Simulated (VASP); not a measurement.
Crystal: PbS.

```
Pb S
1.0
     0.00000    2.88373    2.88373
     2.88373    0.00000    2.88373
     2.88373    2.88373    0.00000
Pb S
1 1
Direct
  0.00000 0.00000 0.00000
  0.50000 0.50000 0.50000
```

Base run:

- Program: VASP 6.6.1
- Functional: PBE
- Potentials or basis: VASP PAW PBE potentials, release 64 (Pb_d, S)
- Cutoff: 520 eV
- k mesh: 8 × 8 × 8
- Occupations: fermi-dirac, width 0.06 eV
- Spin: no spin polarisation

Its results: band gap on the k mesh 0.01 eV, direct; pressure 8.3 GPa.

Q: The run is repeated on the same cell with these changes: functional from PBE to PBEsol. What comes out?

A: Band gap on the k mesh 0.10 eV, direct; pressure 4.7 GPa.

PBEsol binds more tightly than PBE, so the same cell stands under less pressure.

Caveats: spin-orbit coupling is left out, which moves the levels of the heavy elements; the PAW data sets were made with another functional, which shifts forces and pressure a little (some runs).

A k mesh can miss the band edges.
